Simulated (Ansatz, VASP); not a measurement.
# Pt: VASP beside Ansatz

```
Pt
1.0
     2.76067    0.00000    0.00000
    -1.38033    2.39081    0.00000
     0.00000    0.00000    4.79213
Pt
2
Direct
  0.66667 0.33333 0.75000
  0.33333 0.66667 0.25000
```

Alike in both runs: task single point; functional PBE; k mesh 6 × 6 × 4; occupations gaussian, width 0.1 eV; no spin polarisation.

|  | VASP | Ansatz |
| --- | --- | --- |
| version | VASP 6.6.1 | Ansatz 0.2.0 |
| potentials or method | VASP PAW PBE potentials, release 64 (Pt), cutoff 500 eV | scalar-relativistic, plane waves, PAW |
| valence electrons in the cell | 20 | 36 |

|  | VASP | Ansatz | Ansatz less VASP |
| --- | --- | --- | --- |
| gap on the k mesh at the Fermi level (eV) | none | none | - |
| pressure (GPa) | -1.9 | -1.5 | +0.46 |
| traceless stress, the component that is largest in VASP (GPa) | -2.25 | -2.28 | -0.025 |

A gap of «none» marks a metal or a gap that the smearing closes. VASP's potentials hold 20 valence electrons a cell and Ansatz's 36, so a difference there can come from the potentials and not from the codes.

The k mesh is coarse, so the values compare programs but aren't converged. Neither program's run includes spin-orbit coupling.
